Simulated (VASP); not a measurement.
# Ge (I4/mmm) in VASP: relaxation of cell and atoms with PBE

Aim: the relaxation of cell and atoms of Ge with PBE.

Program: VASP 6.6.1. These are calculated values, not measurements. Logs are shortened: lines on timing, memory, paths and dates and some standing lists are left out, and cuts for length are marked.

## 1. The cell of the first run

Symmetry: I4/mmm, No. 139, tetragonal system. The conventional cell has a = 3.166 Å, b = 3.166 Å, c = 3.857 Å, α = 90.00°, β = 90.00°, γ = 90.00°. Ge (site symmetry 4/mmm) has 14 Ge at 2.95 to 3.86 Å within 3.9 Å.

The cell was built from a structure type or drawn by symmetry, and may not be a known phase.

## 2. Relaxation of cell and atoms, PBE

The input, INCAR:

```
SYSTEM = Ge
PREC     = Accurate       ! precision mode
ENCUT    = 600            ! plane-wave cutoff, eV
EDIFF    = 1E-7           ! SCF threshold, eV
ISMEAR   = 0              ! smearing method
SIGMA    = 0.1            ! smearing width, eV
LREAL    = .False.        ! projectors in reciprocal space
LASPH    = .True.         ! aspherical terms in the spheres
NELM     = 60             ! most SCF steps
ALGO     = Normal         ! electronic algorithm
ISIF     = 3              ! what is computed and relaxed
LWAVE    = .False.        ! write WAVECAR
LCHARG   = .False.        ! write CHGCAR
GGA      = PE             ! functional
IBRION   = 2              ! ionic algorithm
NSW      = 100            ! ionic steps
EDIFFG   = -0.01          ! ionic threshold
```

The input, KPOINTS:

```
regular mesh
0
Gamma
  24 24 24
  0 0 0
```

The input, POSCAR:

```
Ge
1.0
   -1.5830558957      1.5830558957      1.9286513015
    1.5830558957     -1.5830558957      1.9286513015
    1.5830558957      1.5830558957     -1.9286513015
Ge
1
Direct
    0.5000000000      0.5000000000      0.0000000000
```

Potentials or basis: VASP PAW PBE potentials, release 64 (Ge_d).

Command:

```bash
> cat potpaw_PBE.64/Ge_d/POTCAR > POTCAR
> mpirun -np 1 vasp_std > vasp.out
```

OUTCAR:

```text
SYSTEM = Ge
   PREC = Accurate
   ENCUT = 600
   EDIFF = 1E-7
   ISMEAR = 0
   LREAL = .False.
   LASPH = .True.
   NELM = 60
   ISIF = 3
   GGA = PE
   IBRION = 2
   NSW = 100
   EDIFFG = -0.01

 ion  position               nearest neighbor table
   1  0.500  0.500  0.000-

  LATTYP: Found a body centered tetragonal cell.
 ALAT       =     3.1661117914
 C/A-ratio  =     1.2183090355

  Lattice vectors:

 A1 = (  -1.5830558957,   1.5830558957,   1.9286513015)
 A2 = (   1.5830558957,  -1.5830558957,   1.9286513015)
 A3 = (   1.5830558957,   1.5830558957,  -1.9286513015)

Analysis of symmetry for initial positions (statically):
=====================================================================
 Subroutine PRICEL returns:
 Original cell was already a primitive cell.

 Routine SETGRP: Setting up the symmetry group for a
 body centered tetragonal supercell.

 Subroutine GETGRP returns: Found 16 space group operations
 (whereof 16 operations were pure point group operations)
 out of a pool of 16 trial point group operations.

The static configuration has the point symmetry D_4h.

Analysis of symmetry for dynamics (positions and initial velocities):
=====================================================================
 Subroutine PRICEL returns:
 Original cell was already a primitive cell.

 Routine SETGRP: Setting up the symmetry group for a
 body centered tetragonal supercell.

 Subroutine GETGRP returns: Found 16 space group operations
 (whereof 16 operations were pure point group operations)
 out of a pool of 16 trial point group operations.

The dynamic configuration has the point symmetry D_4h.

 Subroutine INISYM returns: Found 16 space group operations
 (whereof 16 operations are pure point group operations),
 and found     1 'primitive' translations

----------------------------------------------------------------------------------------

                                     Primitive cell

  volume of cell :      19.3333

  direct lattice vectors                    reciprocal lattice vectors
    -1.583055896  1.583055896  1.928651301     0.000000000  0.315844817  0.259248522
     1.583055896 -1.583055896  1.928651301     0.315844817  0.000000000  0.259248522
     1.583055896  1.583055896 -1.928651301     0.315844817  0.315844817  0.000000000

  length of vectors
     2.954966629  2.954966629  2.954966629     0.408616868  0.408616868  0.446672024

  position of ions in fractional coordinates (direct lattice)
     0.500000000  0.500000000  0.000000000

  ion indices of the primitive-cell ions
   primitive index   ion index
                 1           1

----------------------------------------------------------------------------------------

 KPOINTS: regular mesh

Automatic generation of k-mesh.
 Grid dimensions read from file:
 generate k-points for:   24   24   24

 Generating k-lattice:

  Cartesian coordinates                     Fractional coordinates (reciprocal lattice)
     0.000000000  0.013160201  0.010802022     0.041666667  0.000000000  0.000000000
     0.013160201  0.000000000  0.010802022     0.000000000  0.041666667  0.000000000
     0.013160201  0.013160201  0.000000000     0.000000000  0.000000000  0.041666667

  Length of vectors
     0.017025703  0.017025703  0.018611334

  Shift w.r.t. Gamma in fractional coordinates (k-lattice)
     0.000000000  0.000000000  0.000000000

 Subroutine IBZKPT returns following result:
 ===========================================

 Found   1063 irreducible k-points:

 Following reciprocal coordinates:
            Coordinates               Weight
  0.000000  0.000000  0.000000      1.000000
  0.041667  0.000000  0.000000      8.000000
  0.083333  0.000000 -0.000000      8.000000
  0.125000  0.000000 -0.000000      8.000000
  0.166667  0.000000  0.000000      8.000000
  0.208333 -0.000000  0.000000      8.000000
[... 16 lines left out ...]
  0.416667  0.041667 -0.000000     16.000000
  0.458333  0.041667 -0.000000     16.000000
 [... further k-points ...]
   k-points           NKPTS =   1063   k-points in BZ     NKDIM =   1063   number of bands    NBANDS=     11
   number of dos      NEDOS =    301   number of ions     NIONS =      1
   total plane-waves  NPLWV =  13824
   dimension x,y,z NGX =    24 NGY =   24 NGZ =   24
   dimension x,y,z NGXF=    48 NGYF=   48 NGZF=   48
   ions per type =               1
   NGX,Y,Z   is equivalent  to a cutoff of  13.50, 13.50, 13.50 a.u.
   NGXF,Y,Z  is equivalent  to a cutoff of  27.00, 27.00, 27.00 a.u.
 SYSTEM =  Ge
   PREC   = accura    normal or accurate (medium, high low for compatibility)
   ISTART =      0    job   : 0-new  1-cont  2-samecut
   ICHARG =      2    charge: 1-file 2-atom 10-const
   ISPIN  =      1    spin polarized calculation?
   LNONCOLLINEAR =      F non collinear calculations
   LSORBIT =      F    spin-orbit coupling
   LASPH  =      T    aspherical Exc in radial PAW
   ENCUT  =  600.0 eV  44.10 Ry    6.64 a.u.   5.90  5.90  5.90*2*pi/ulx,y,z
   NELM   =     60;   NELMIN=  2; NELMDL= -5     # of ELM steps
   EDIFF  = 0.1E-06   stopping-criterion for ELM
   LREAL  =      F    real-space projection
   EDIFFG = -.1E-01   stopping-criterion for IOM
   NSW    =    100    number of steps for IOM
   IBRION =      2    ionic relax: 0-MD 1-quasi-New 2-CG
   NFREE  =      1    steps in history (QN), initial steepest desc. (CG)
   ISIF   =      3    stress and relaxation
   ISYM   =      2    0-nonsym 1-usesym 2-fastsym
   POTIM  = 0.5000    time-step for ionic-motion
   TEBEG  =    0.0;   TEEND  =   0.0 temperature during run
   PSTRESS=    0.0 pullay stress
   NELECT =      14.0000    total number of electrons
   NUPDOWN=      -1.0000    fix difference up-down
   EMIN   =  10.00;   EMAX   =-10.00  energy-range for DOS
   EFERMI =   0.00;   METHOD = LEGACY
   ISMEAR =     0;   SIGMA  =   0.10  broadening in eV -4-tet -1-fermi 0-gaus
   EFERMI_NEDOS =   21; number of points for ismear=-14 and -15
   IALGO  =     38    algorithm
   IMIX   =      4    mixing-type and parameters
     AMIX     =   0.40;   BMIX     =  1.00
     AMIX_MAG =   1.60;   BMIX_MAG =  1.00
  volume/ion in A,a.u.               =      19.33       130.47
  Fermi-wavevector in a.u.,A,eV,Ry     =   1.470106  2.778098 29.405087  2.161213
  Thomas-Fermi vector in A             =   2.585403
   LORBIT       =      0    0 simple, 1 ext, 2 COOP (PROOUT), +10 PAW based schemes
   GGA     = PE    functional components
   LHFCALC =     F    Hartree Fock is set to
   AEXX    =    0.0000 exact exchange contribution
   IVDW    =     0    specifies the selected vdW correction
   LEPSILON=     F    determine dielectric tensor
   LRPA    =     F    only Hartree local field effects (RPA)
 conjugate gradient relaxation of ions
 non-spin polarized calculation
 Gauss-broadening in eV      SIGMA  =   0.10
  energy-cutoff  :      600.00
  volume of cell :       19.33
 maximum number of plane-waves:       664
   NGX = 11   NGY = 11   NGZ = 11

--------------------------------------- Ionic step        1  -------------------------------------------

 number of electron      14.0000005 magnetization

 Free energy of the ion-electron system (eV)
  ---------------------------------------------------
  ext. energy  EPLUGINS =         0.00000000
  ---------------------------------------------------
  free energy    TOTEN  =        -4.18977189 eV

  energy without entropy =       -4.18703566  energy(sigma->0) =       -4.18840378

------------------------ aborting loop because EDIFF is reached ----------------------------------------

  FORCE on cell =-STRESS in cart. coord.  units (eV):
  Direction    XX          YY          ZZ          XY          YZ          ZX
  --------------------------------------------------------------------------------------
  -------------------------------------------------------------------------------------
  Total        0.0709564      0.0709564      0.0021288      0.0000000      0.0000000      0.0000000
  in kB        5.8802516      5.8802516      0.1764129      0.0000000      0.0000000      0.0000000
  external PRESSURE =       3.9789720 kB  Pullay stress =       0.0000000 kB
[... 86 lines left out ...]
  FREE ENERGIE OF THE ION-ELECTRON SYSTEM (eV)
  ---------------------------------------------------
  free  energy   TOTEN  =        -4.1901053859 eV

  energy  without entropy=       -4.1874520562  energy(sigma->0) =       -4.18877872

[... ionic steps 4 to 7 ...]

--------------------------------------- Ionic step        8  -------------------------------------------

 number of electron      14.0000000 magnetization

------------------------ aborting loop because EDIFF is reached ----------------------------------------

  FORCE on cell =-STRESS in cart. coord.  units (eV):
  Direction    XX          YY          ZZ          XY          YZ          ZX
  --------------------------------------------------------------------------------------
  -------------------------------------------------------------------------------------
  Total       -0.0263930     -0.0263930     -0.0238460      0.0000000      0.0000000      0.0000000
  in kB       -2.1729742     -2.1729742     -1.9632708      0.0000000      0.0000000      0.0000000
  external PRESSURE =      -2.1030731 kB  Pullay stress =       0.0000000 kB
[... 55 lines left out ...]
  energy  without entropy=       -4.1891698828  energy(sigma->0) =       -4.19010900

--------------------------------------- Ionic step       10  -------------------------------------------

 number of electron      14.0000000 magnetization

 Free energy of the ion-electron system (eV)
  ---------------------------------------------------
  ext. energy  EPLUGINS =         0.00000000
  ---------------------------------------------------
  free energy    TOTEN  =        -4.19124990 eV

  energy without entropy =       -4.18934696  energy(sigma->0) =       -4.19029843

 E-fermi :   6.5284     XC(G=0): -11.1570

 val. band max:        6.5263971800   @ k =  -0.3750  -0.4583   0.2917
 cond. band min:       6.5396930707   @ k =  -0.3333   0.3333   0.2500
 fundamental gap:      0.0132958908
 Fermi energy:         6.5284318534

 k-point     1 :       0.0000    0.0000    0.0000
  band No.  band energies     occupation
      1     -18.2529      2.00000
      2     -18.2529      2.00000
      3     -18.2355      2.00000
      4     -18.2026      2.00000
      5     -18.1638      2.00000
      6      -6.4442      2.00000
      7      15.0776      0.00000
      8      15.3748      0.00000
      9      15.3748      0.00000
     10      20.3968      0.00000
     11      20.3968      0.00000
[... 309 lines left out ...]
 k-point    24 :       0.4583    0.0417   -0.0000
  band No.  band energies     occupation
      1     -18.2661      2.00000
      2     -18.2426      2.00000
      3     -18.1995      2.00000
      4     -18.1673      2.00000
      5     -18.1368      2.00000
      6      -1.3270      2.00000
      7       1.3849      2.00000
      8      11.3194      0.00000
      9      13.5366      0.00000
     10      17.0711      0.00000
     11      17.7082      0.00000

 [... further k-points ...]

------------------------ aborting loop because EDIFF is reached ----------------------------------------

  FORCE on cell =-STRESS in cart. coord.  units (eV):
  Direction    XX          YY          ZZ          XY          YZ          ZX
  --------------------------------------------------------------------------------------
  -------------------------------------------------------------------------------------
  Total        0.0027575      0.0027575      0.0004630      0.0000000      0.0000000      0.0000000
  in kB        0.2275957      0.2275957      0.0382146      0.0000000      0.0000000      0.0000000
  external PRESSURE =       0.1644687 kB  Pullay stress =       0.0000000 kB
[... 16 lines left out ...]
  FREE ENERGIE OF THE ION-ELECTRON SYSTEM (eV)
  ---------------------------------------------------
  free  energy   TOTEN  =        -4.1912498998 eV

  energy  without entropy=       -4.1893469577  energy(sigma->0) =       -4.19029843

 reached required accuracy - stopping structural energy minimisation
```

It took 7.8 min on 1 thread of Intel Xeon Platinum 8488C (Sapphire Rapids), shared host; peak memory 0.41 GiB.

What came out:

```yaml
Free_energy: -4.1912 eV
Relaxed_volume: 19.41 Å³/atom
Relaxed_cell: a = 2.948 Å, b = 2.948 Å, c = 2.948 Å, α = 113.87°, β = 113.87°, γ = 100.99°
Space_group_after_relaxing_to_0.1_Å: I4/mmm (No. 139)
Energy_gained_by_relaxing: 1.5 meV/atom
Ionic_steps: 10
Pressure_after_relaxing: 0.0 GPa
Band_gap_on_the_k_mesh: zero (bands 7 and 8 overlap by 11.29 eV)
```

The path:
| step | energy change (eV) | largest force (eV/Å) | pressure (GPa) | volume (Å³) |
| --- | --- | --- | --- | --- |
| 1 | 0.0000 | 0.0000 | 0.40 | 19.33 |
| 2 | -0.0003 | 0.0000 | -0.02 | 19.47 |
| 3 | -0.0003 | 0.0000 | -0.17 | 19.50 |
| 4 | -0.0005 | 0.0000 | -0.24 | 19.50 |
| 5 | -0.0011 | 0.0000 | -0.15 | 19.48 |
| 6 | -0.0014 | 0.0000 | -0.09 | 19.45 |
| 7 | -0.0014 | 0.0000 | -0.17 | 19.47 |
| 8 | -0.0015 | 0.0000 | -0.21 | 19.46 |
| 9 | -0.0013 | 0.0000 | 0.45 | 19.27 |
| 10 | -0.0015 | 0.0000 | 0.02 | 19.41 |

Final structure:
```
CELL_PARAMETERS angstrom
-1.60851 1.60851 1.87562
1.60851 -1.60851 1.87562
1.60851 1.60851 -1.87562
ATOMIC_POSITIONS crystal
Ge 0.50000 0.50000 0.00000
```

Levels at points of the mesh, in eV from the Fermi level:
| k point | band 5 | band 6 | band 7 | band 8 | band 9 | band 10 |
| --- | --- | --- | --- | --- | --- | --- |
| (0.00, 0.00, 0.00) | -24.69 | -12.97 | 8.55 | 8.85 | 8.85 | 13.87 |
| (0.50, 0.00, 0.00) | -24.66 | -7.76 | -5.34 | 5.09 | 7.31 | 10.30 |
| (0.50, 0.50, 0.00) | -24.65 | -6.68 | -4.80 | 3.13 | 4.61 | 7.71 |
| (0.50, 0.50, 0.50) | -24.66 | -3.59 | -2.44 | 0.75 | 0.75 | 4.49 |
